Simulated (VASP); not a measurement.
**Cu: single point with LDA**

The system is Cu.

```
Cu
1.0
     2.26616    0.00000    0.00000
    -1.13308    1.96255    0.00000
     0.00000    0.00000    3.72326
Cu
2
Cartesian
  0.0000 1.3084 0.9308
  1.1331 0.6542 2.7924
```

| Item | Value |
| --- | --- |
| Program | VASP 6.6.1 |
| Task | single point |
| Functional | LDA |
| Potentials or basis | VASP PAW LDA potentials, release 64 (Cu) |
| Cutoff | 520 eV |
| k mesh | 17 × 17 × 10 |
| Occupations | fermi-dirac, width 0.1 eV |
| Spin | no spin polarisation |
| Dipole correction | no |
| Further INCAR settings | ALGO = Normal; EDIFF = 1e-07; NBANDS = 18 |

```
Pressure               : 102.9 GPa
Band gap on the k mesh : zero (band 11 reaches 17.52 eV, above the bottom of band 12 at 10.16 eV)
```

Levels at points of the mesh, in eV from the Fermi level:
```csv
k point,band 9,band 10,band 11,band 12,band 13,band 14
"(0.00, 0.00, 0.00)",-3.61,-2.35,-2.35,-2.33,5.70,24.12
"(0.00, 0.00, 0.50)",-2.73,-2.73,-2.73,-2.73,15.48,15.48
```

It took 29 s on 1 thread of Intel Xeon 6975P-C, with other jobs on the host, peak memory 0.16 GiB.
